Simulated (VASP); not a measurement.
SbAs: single point with LDA

SbAs:

```
Sb As
1.0
     2.03839    1.17687    3.32825
    -2.03839    1.17687    3.32825
     0.00000   -2.35373    3.32825
Sb As
1 1
Cartesian
  0.0000 0.0000 4.9924
  0.0000 0.0000 0.0000
```

This cell differs from its parent crystal: volume scaled by 1.02, then relaxed in part.

```yaml
Program: VASP 6.6.1
Task: single point
Functional: LDA
Potentials_or_basis: VASP PAW LDA potentials, release 64 (Sb, As)
Cutoff: 520 eV
k_mesh: 12 × 12 × 12
Occupations: fermi-dirac, width 0.15 eV
Spin: no spin polarisation
Dipole_correction: no
Further_INCAR_settings: ALGO = Normal; EDIFF = 1e-07; NBANDS = 12
```

The pressure is -1.3 GPa. The band gap on the k mesh is zero (band 5 reaches 7.27 eV, above the bottom of band 6 at 6.76 eV).

Levels at points of the mesh, in eV from the Fermi level:
```tsv
k point	band 3	band 4	band 5	band 6	band 7	band 8
(0.00, 0.00, 0.00)	-1.85	-1.85	-1.84	3.75	3.76	3.76
(0.50, 0.00, 0.00)	-1.03	-1.03	-0.28	-0.28	-0.21	0.71
(0.50, 0.50, 0.00)	-6.39	-4.01	-4.01	2.21	5.83	5.83
(0.50, 0.50, 0.50)	-1.03	-1.03	-0.28	-0.28	-0.21	0.71
```

Run time: 96 s on 1 thread of AMD EPYC 7R13 Processor (Zen 3), with other jobs on the host, peak memory 0.21 GiB.

Caveat: spin-orbit coupling is left out, which moves the levels of the heavy elements.
